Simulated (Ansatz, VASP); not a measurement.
# One calculation of PbCl2, two programs

INCAR

```
SYSTEM = PbCl2
PREC = Accurate ; ENCUT = 520
EDIFF = 1E-6 ; ISMEAR = 0
SIGMA = 0.01 ; LREAL = .False.
LASPH = .True. ; NELM = 80
ALGO = Normal ; ISIF = 2
LWAVE = .False. ; LCHARG = .False.
GGA = PE ; NBANDS = 21
```

KPOINTS

```
regular mesh
0
Gamma
  1 1 1
  0 0 0
```

Contents of POSCAR:

```
PbCl2
1.0
   12.7900000000      0.0000000000      0.0000000000
    0.0000000000      9.0000000000      0.0000000000
    0.0000000000      0.0000000000     10.6000000000
Pb Cl
1 2
Direct
    0.5000899100      0.5000000000      0.4245283000
    0.6483432400      0.5000000000      0.5757698100
    0.3518373700      0.5000000000      0.5757698100
```

Input for Ansatz:

```yaml
crystal:
  lattice:
    - [12.79, 0.0, 0.0]
    - [0.0, 9.0, 0.0]
    - [0.0, 0.0, 10.6]
  atoms:
    - { symbol: Pb, position: [0.50008991, 0.5, 0.4245283] }
    - { symbol: Cl, position: [0.64834324, 0.5, 0.57576981] }
    - { symbol: Cl, position: [0.35183737, 0.5, 0.57576981] }
basis:
  ecutwfc: 420
  ecutrho_ratio: 4
kpoints:
  mp_grid: { grid: [1, 1, 1] }
hamiltonian:
  xc: pbe
scf:
  occupations: { method: gaussian, width: 0.01 }
output:
  forces: true
  eigenvalues: true
  populations: true
```

Alike in both runs: task single point; functional PBE; k mesh 1 × 1 × 1; occupations gaussian, width 0.01 eV; no spin polarisation.

|  | VASP | Ansatz |
| --- | --- | --- |
| version | VASP 6.6.1 | Ansatz 0.2.0 |
| potentials or method | VASP PAW PBE potentials, release 64 (Pb_d, Cl), cutoff 520 eV | scalar-relativistic, plane waves, PAW |
| valence electrons in the cell | 28 | 28 |

```tsv
	VASP	Ansatz	Ansatz less VASP
gap on the k mesh at the Fermi level (eV)	3.26	3.26	+0.005
rms of the force components (eV/Å)	0.009	0.013	+0.0043
```

Atom by atom the forces differ by 0.004 eV/Å (rms over components). Ansatz's warnings: structure snapped to symmetry.

Spin-orbit coupling is off throughout.
